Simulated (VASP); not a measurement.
Input of a VASP 6.6.1 run:

File INCAR:

```
SYSTEM = PbS
PREC = Accurate
ENCUT = 520
EDIFF = 1E-6
ISMEAR = 0
SIGMA = 0.018000000000000002
LREAL = .False.
LASPH = .True.
NELM = 100
ALGO = Normal
ISIF = 2
LWAVE = .False.
LCHARG = .False.
GGA = PE
NBANDS = 17
```

Contents of KPOINTS:

```
regular mesh
0
Gamma
  7 7 7
  0 0 0
```

The input POSCAR:

```
PbS
1.0
    3.6536590000      0.0000000000      0.0000000000
    0.0000000000      3.6536590000      0.0000000000
    0.0000000000      0.0000000000      3.6536590000
Pb S
1 1
Direct
    0.0000000000      0.0000000000      0.0000000000
    0.5000000000      0.5000000000      0.5000000000
```

Potentials or basis: VASP PAW PBE potentials, release 64 (Pb_d, S).

Run with:

```bash
$ cat potpaw_PBE.64/Pb_d/POTCAR potpaw_PBE.64/S/POTCAR > POTCAR
$ mpirun -np 1 vasp_std > vasp.out
```

Q: Predict the band gap on the k mesh.

A: 0.10 eV, indirect (least direct gap 1.42 eV).

Q: Estimate the pressure.

A: 0.2 GPa.

Caveat: spin-orbit coupling is left out, which moves the levels of the heavy elements. A k mesh can miss the band edges.
